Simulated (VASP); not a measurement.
# Bi2Se3 (km) (R-3m) in VASP: single point with PBEsol

Aim: the single point of Bi2Se3 (km) with PBEsol.

All numbers are computed with VASP 6.6.1; they aren't measurements. Logs are shortened: lines on timing, memory, paths and dates and some standing lists are left out, and cuts for length are marked.

**1. The cell of the first run**

Symmetry: R-3m, No. 166, trigonal system. Conventional cell: a = 4.131 Å, b = 4.131 Å, c = 28.606 Å, α = 90.00°, β = 90.00°, γ = 120.00°. Within 3.8 Å of Bi (site symmetry 3m) lie 6 Se at 2.85 to 3.06 Å. Se (site symmetry -3m) has 6 Bi at 3.06 Å within 4.0 Å. Se (site symmetry 3m) has 3 Bi at 2.85 Å and 3 Se at 3.51 Å within 3.8 Å.

**2. Single point, PBEsol**

Contents of INCAR:

```
  PREC = Accurate
  ENCUT = 500
  EDIFF = 1E-6
  ISMEAR = 0
  SIGMA = 0.02
  LREAL = False
  LASPH = True
  NELM = 120
  ALGO = Normal
  ISIF = 2
  LWAVE = False
  LCHARG = False
  GGA = PS
  NBANDS = 32
  GGA_COMPAT = False
```

Contents of KPOINTS:

```
regular mesh
0
Gamma
  6 6 6
```

Contents of POSCAR:

```
Bi2Se3
1.0
    2.0652501467      1.1923727297      9.5354015059
   -2.0652501467      1.1923727297      9.5354015059
    0.0000000000     -2.3847454546      9.5354015065
Bi Se
2 3
Direct
    0.4002599019      0.4002599019      0.4002599019
    0.5997400981      0.5997400981      0.5997400981
    1.0000000000      0.0000000000      0.0000000000
    0.2116228176      0.2116228176      0.2116228176
    0.7883771824      0.7883771824      0.7883771824
```

Potentials or basis: VASP PAW PBE potentials, release 64 (Bi_d, Se).

The run is started by

```
> cat potpaw_PBE.64/Bi_d/POTCAR potpaw_PBE.64/Se/POTCAR > POTCAR
> mpirun -np 1 vasp_std > vasp.out
```

OUTCAR:

```text
PREC = Accurate
   ENCUT = 500
   EDIFF = 1E-6
   ISMEAR = 0
   LREAL = False
   LASPH = True
   NELM = 120
   ISIF = 2
   GGA = PS

 ion  position               nearest neighbor table
   1  0.400  0.400  0.400-   5 2.85   5 2.85   5 2.85   3 3.06   3 3.06   3 3.06
   2  0.600  0.600  0.600-   4 2.85   4 2.85   4 2.85   3 3.06   3 3.06   3 3.06
   3  0.000  0.000  0.000-   2 3.06   1 3.06   2 3.06   2 3.06   1 3.06   1 3.06
   4  0.212  0.212  0.212-   2 2.85   2 2.85   2 2.85
   5  0.788  0.788  0.788-   1 2.85   1 2.85   1 2.85

  LATTYP: Found a trigonal (rhomboedric) cell.
 ALAT       =     9.8290840252
 COS(alpha) =     0.9117023341

  Lattice vectors:

 A1 = (   2.0652501467,   1.1923727297,   9.5354015059)
 A2 = (  -2.0652501467,   1.1923727297,   9.5354015059)
 A3 = (   0.0000000000,  -2.3847454546,   9.5354015065)

Analysis of symmetry for initial positions (statically):
=====================================================================
 Subroutine PRICEL returns:
 Original cell was already a primitive cell.

 Routine SETGRP: Setting up the symmetry group for a
 trigonal (rhombohedral) supercell.

 Subroutine GETGRP returns: Found 12 space group operations
 (whereof 12 operations were pure point group operations)
 out of a pool of 12 trial point group operations.

The static configuration has the point symmetry D_3d.

Analysis of symmetry for dynamics (positions and initial velocities):
=====================================================================
 Subroutine PRICEL returns:
 Original cell was already a primitive cell.

 Routine SETGRP: Setting up the symmetry group for a
 trigonal (rhombohedral) supercell.

 Subroutine GETGRP returns: Found 12 space group operations
 (whereof 12 operations were pure point group operations)
 out of a pool of 12 trial point group operations.

The dynamic configuration has the point symmetry D_3d.

 Subroutine INISYM returns: Found 12 space group operations
 (whereof 12 operations are pure point group operations),
 and found     1 'primitive' translations

----------------------------------------------------------------------------------------

                                     Primitive cell

  volume of cell :     140.8883

  direct lattice vectors                    reciprocal lattice vectors
     2.065250147  1.192372730  9.535401506     0.242101423  0.139777322  0.034957451
    -2.065250147  1.192372730  9.535401506    -0.242101423  0.139777322  0.034957451
     0.000000000 -2.384745455  9.535401506     0.000000000 -0.279554644  0.034957451

  length of vectors
     9.829084025  9.829084025  9.829084025     0.281731827  0.281731827  0.281731827

  position of ions in fractional coordinates (direct lattice)
     0.400259902  0.400259902  0.400259902
     0.599740098  0.599740098  0.599740098
     0.000000000  0.000000000  0.000000000
     0.211622818  0.211622818  0.211622818
     0.788377182  0.788377182  0.788377182

  ion indices of the primitive-cell ions
   primitive index   ion index
                 1           1
                 2           2
                 3           3
                 4           4
                 5           5

----------------------------------------------------------------------------------------

 KPOINTS: regular mesh

Automatic generation of k-mesh.
 Grid dimensions read from file:
 generate k-points for:    6    6    6

 Generating k-lattice:

  Cartesian coordinates                     Fractional coordinates (reciprocal lattice)
     0.040350237  0.023296220  0.005826242     0.166666667  0.000000000  0.000000000
    -0.040350237  0.023296220  0.005826242     0.000000000  0.166666667  0.000000000
     0.000000000 -0.046592441  0.005826242    -0.000000000 -0.000000000  0.166666667

  Length of vectors
     0.046955304  0.046955304  0.046955304

  Shift w.r.t. Gamma in fractional coordinates (k-lattice)
     0.000000000  0.000000000  0.000000000

 Subroutine IBZKPT returns following result:
 ===========================================

 Found     32 irreducible k-points:

 Following reciprocal coordinates:
            Coordinates               Weight
  0.000000  0.000000  0.000000      1.000000
  0.166667 -0.000000  0.000000      6.000000
  0.333333 -0.000000  0.000000      6.000000
  0.500000 -0.000000  0.000000      3.000000
  0.166667  0.166667  0.000000      6.000000
  0.333333  0.166667  0.000000     12.000000
[... 16 lines left out ...]
  0.500000  0.500000  0.166667      6.000000
 -0.333333  0.500000  0.166667     12.000000
 [... further k-points ...]
   k-points           NKPTS =     32   k-points in BZ     NKDIM =     32   number of bands    NBANDS=     32
   number of dos      NEDOS =    301   number of ions     NIONS =      5
   total plane-waves  NPLWV = 373248
   dimension x,y,z NGX =    72 NGY =   72 NGZ =   72
   dimension x,y,z NGXF=   144 NGYF=  144 NGZF=  144
   ions per type =               2   3
   NGX,Y,Z   is equivalent  to a cutoff of  12.18, 12.18, 12.18 a.u.
   NGXF,Y,Z  is equivalent  to a cutoff of  24.36, 24.36, 24.36 a.u.
 SYSTEM =  unknown system
   PREC   = accura    normal or accurate (medium, high low for compatibility)
   ISTART =      0    job   : 0-new  1-cont  2-samecut
   ICHARG =      2    charge: 1-file 2-atom 10-const
   ISPIN  =      1    spin polarized calculation?
   LNONCOLLINEAR =      F non collinear calculations
   LSORBIT =      F    spin-orbit coupling
   LASPH  =      T    aspherical Exc in radial PAW
   ENCUT  =  500.0 eV  36.75 Ry    6.06 a.u.  17.92 17.92 17.92*2*pi/ulx,y,z
   NELM   =    120;   NELMIN=  2; NELMDL= -5     # of ELM steps
   EDIFF  = 0.1E-05   stopping-criterion for ELM
   LREAL  =      F    real-space projection
   EDIFFG = 0.1E-04   stopping-criterion for IOM
   NSW    =      0    number of steps for IOM
   IBRION =     -1    ionic relax: 0-MD 1-quasi-New 2-CG
   NFREE  =      0    steps in history (QN), initial steepest desc. (CG)
   ISIF   =      2    stress and relaxation
   ISYM   =      2    0-nonsym 1-usesym 2-fastsym
   POTIM  = 0.5000    time-step for ionic-motion
   TEBEG  =    0.0;   TEEND  =   0.0 temperature during run
   PSTRESS=    0.0 pullay stress
   NELECT =      48.0000    total number of electrons
   NUPDOWN=      -1.0000    fix difference up-down
   EMIN   =  10.00;   EMAX   =-10.00  energy-range for DOS
   EFERMI =   0.00;   METHOD = LEGACY
   ISMEAR =     0;   SIGMA  =   0.02  broadening in eV -4-tet -1-fermi 0-gaus
   EFERMI_NEDOS =   21; number of points for ismear=-14 and -15
   IALGO  =     38    algorithm
   IMIX   =      4    mixing-type and parameters
     AMIX     =   0.40;   BMIX     =  1.00
     AMIX_MAG =   1.60;   BMIX_MAG =  1.00
  volume/ion in A,a.u.               =      28.18       190.15
  Fermi-wavevector in a.u.,A,eV,Ry     =   1.143397  2.160706 17.787658  1.307356
  Thomas-Fermi vector in A             =   2.280092
   LORBIT       =      0    0 simple, 1 ext, 2 COOP (PROOUT), +10 PAW based schemes
   GGA     = PS    functional components
   LHFCALC =     F    Hartree Fock is set to
   AEXX    =    0.0000 exact exchange contribution
   IVDW    =     0    specifies the selected vdW correction
   LEPSILON=     F    determine dielectric tensor
   LRPA    =     F    only Hartree local field effects (RPA)
 non-spin polarized calculation
 Gauss-broadening in eV      SIGMA  =   0.02
  energy-cutoff  :      500.00
  volume of cell :      140.89
 maximum number of plane-waves:      3602
   NGX = 35   NGY = 35   NGZ = 35

 number of electron      48.0000005 magnetization

 Free energy of the ion-electron system (eV)
  ---------------------------------------------------
  ext. energy  EPLUGINS =         0.00000000
  ---------------------------------------------------
  free energy    TOTEN  =       -22.05399721 eV

  energy without entropy =      -22.05399720  energy(sigma->0) =      -22.05399721

 E-fermi :   4.9835     XC(G=0):  -9.7148

 val. band max:        4.9203845839   @ k =   0.0000   0.0000   0.0000
 cond. band min:       5.0465399110   @ k =   0.0000   0.0000   0.0000
 fundamental gap:      0.1261553272
 Fermi energy:         4.9834639209

 k-point     1 :       0.0000    0.0000    0.0000
  band No.  band energies     occupation
      1     -18.1293      2.00000
      2     -18.1293      2.00000
      3     -18.1273      2.00000
      4     -18.1273      2.00000
      5     -18.1180      2.00000
      6     -18.1153      2.00000
[... 24 lines left out ...]
     31      10.6499      0.00000
     32      11.8185      0.00000

 k-point     2 :       0.1667   -0.0000    0.0000
  band No.  band energies     occupation
      1     -18.1336      2.00000
      2     -18.1307      2.00000
      3     -18.1231      2.00000
      4     -18.1210      2.00000
      5     -18.1145      2.00000
      6     -18.1119      2.00000
[... 24 lines left out ...]
     31       9.8925      0.00000
     32      10.8135      0.00000

 k-point     3 :       0.3333   -0.0000    0.0000
  band No.  band energies     occupation
      1     -18.1445      2.00000
      2     -18.1396      2.00000
      3     -18.1191      2.00000
      4     -18.1160      2.00000
      5     -18.1140      2.00000
      6     -18.1125      2.00000
[... 24 lines left out ...]
     31       9.3764      0.00000
     32      11.2716      0.00000

 k-point     4 :       0.5000   -0.0000    0.0000
  band No.  band energies     occupation
      1     -18.1505      2.00000
      2     -18.1445      2.00000
      3     -18.1219      2.00000
      4     -18.1166      2.00000
      5     -18.1161      2.00000
      6     -18.1110      2.00000
[... 24 lines left out ...]
     31       9.1502      0.00000
     32      10.9276      0.00000

 k-point     5 :       0.1667    0.1667    0.0000
  band No.  band energies     occupation
      1     -18.1336      2.00000
      2     -18.1307      2.00000
      3     -18.1231      2.00000
      4     -18.1210      2.00000
      5     -18.1145      2.00000
      6     -18.1118      2.00000
[... 584 lines left out ...]
     31       9.8086      0.00000
     32      10.8002      0.00000

 k-point    22 :      -0.1667    0.3333    0.1667
  band No.  band energies     occupation
      1     -18.1432      2.00000
      2     -18.1385      2.00000
      3     -18.1208      2.00000
      4     -18.1172      2.00000
      5     -18.1150      2.00000
      6     -18.1131      2.00000
[... 24 lines left out ...]
     31       9.3632      0.00000
     32      11.7147      0.00000

 k-point    23 :       0.5000    0.5000    0.1667
  band No.  band energies     occupation
      1     -18.1444      2.00000
      2     -18.1397      2.00000
      3     -18.1191      2.00000
      4     -18.1160      2.00000
      5     -18.1141      2.00000
      6     -18.1125      2.00000
[... 24 lines left out ...]
     31       9.2708      0.00000
     32      11.0416      0.00000

 k-point    24 :      -0.3333    0.5000    0.1667
  band No.  band energies     occupation
      1     -18.1431      2.00000
      2     -18.1386      2.00000
      3     -18.1208      2.00000
      4     -18.1172      2.00000
      5     -18.1150      2.00000
      6     -18.1130      2.00000
[... 24 lines left out ...]
     31       9.8444      0.00000
     32      11.2974      0.00000

 [... further k-points ...]

------------------------ aborting loop because EDIFF is reached ----------------------------------------

  FORCE on cell =-STRESS in cart. coord.  units (eV):
  Direction    XX          YY          ZZ          XY          YZ          ZX
  --------------------------------------------------------------------------------------
  -------------------------------------------------------------------------------------
  Total        0.0179389      0.0179389      0.0086376      0.0000000     -0.0000000      0.0000000
  in kB        0.2040011      0.2040011      0.0982271      0.0000000     -0.0000000      0.0000000
  external PRESSURE =       0.1687431 kB  Pullay stress =       0.0000000 kB

 VOLUME and BASIS-vectors are now :
 -----------------------------------------------------------------------------
  energy-cutoff  :      500.00
  volume of cell :      140.89
      direct lattice vectors                 reciprocal lattice vectors
     2.065250147  1.192372730  9.535401506     0.242101423  0.139777322  0.034957451
    -2.065250147  1.192372730  9.535401506    -0.242101423  0.139777322  0.034957451
     0.000000000 -2.384745455  9.535401506     0.000000000 -0.279554644  0.034957451

 POSITION                                       TOTAL-FORCE (eV/Angst)
 -----------------------------------------------------------------------------------
      0.00000      0.00000     11.44992         0.000000     -0.000000     -0.037140
      0.00000      0.00000     17.15629         0.000000      0.000000      0.037140
      0.00000      0.00000      0.00000         0.000000      0.000000      0.000000
      0.00000      0.00000      6.05373         0.000000     -0.000000     -0.040280
      0.00000      0.00000     22.55248         0.000000      0.000000      0.040280
 -----------------------------------------------------------------------------------
    total drift:                                0.000000      0.000000      0.000000

  FREE ENERGIE OF THE ION-ELECTRON SYSTEM (eV)
  ---------------------------------------------------
  free  energy   TOTEN  =       -22.0539972082 eV

  energy  without entropy=      -22.0539972032  energy(sigma->0) =      -22.05399721
```

Wall time 13 min (1 thread of AMD EPYC 7R43 (Zen 3), shared host); peak memory 0.68 GiB.

What came out:

| Property | Result |
| --- | --- |
| Free energy | -22.0540 eV |
| Pressure | 0.0 GPa |
| Largest force | 0.040 eV/Å |
| Band gap on the k mesh | 0.13 eV, direct |

Forces on the atoms (eV/Å):
```
Bi   0.000  0.000 -0.037
Bi   0.000  0.000  0.037
Se   0.000  0.000  0.000
Se   0.000  0.000 -0.040
Se   0.000  0.000  0.040
```

Caveat: the PAW data sets were made with another functional, which shifts forces and pressure a little; spin-orbit coupling is left out, which moves the levels of the heavy elements. A k mesh can miss the band edges.
